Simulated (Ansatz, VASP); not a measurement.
Two plane-wave programs on Ge

```
Ge
1.0
     0.00000    2.88535    2.82877
     2.77219    0.00000    2.82877
     2.77219    2.88535    0.00000
Ge
2
Direct
  0.50000 0.50000 0.50000
  0.75000 0.75000 0.75000
```

Change from the starting cell: strain -0.0200 x Voigt [1, -1, 0, 0, 0, 0], atoms carried along.

Alike in both runs: task single point; functional PBEsol; k mesh 14 × 14 × 14; occupations gaussian, width 0.15 eV; no spin polarisation.

```csv
,VASP,Ansatz
version,VASP 6.6.1,Ansatz 0.2.0
potentials or method,"VASP PAW PBE potentials, release 64 (Ge_d), cutoff 520 eV","scalar-relativistic, plane waves, PAW"
valence electrons in the cell,28,28
```

|  | VASP | Ansatz | Ansatz less VASP |
| --- | --- | --- | --- |
| gap on the k mesh at the Fermi level (eV) | 0.10 | 0.09 | -0.006 |
| least direct gap on the mesh (eV) | 0.15 | 0.15 | 0.000 |
| pressure (GPa) | 0.6 | 0.7 | +0.09 |
| traceless stress, the component that is largest in VASP (GPa) | -1.46 | -1.46 | +0.002 |

VASP's potentials were made for PBE, not for PBEsol.
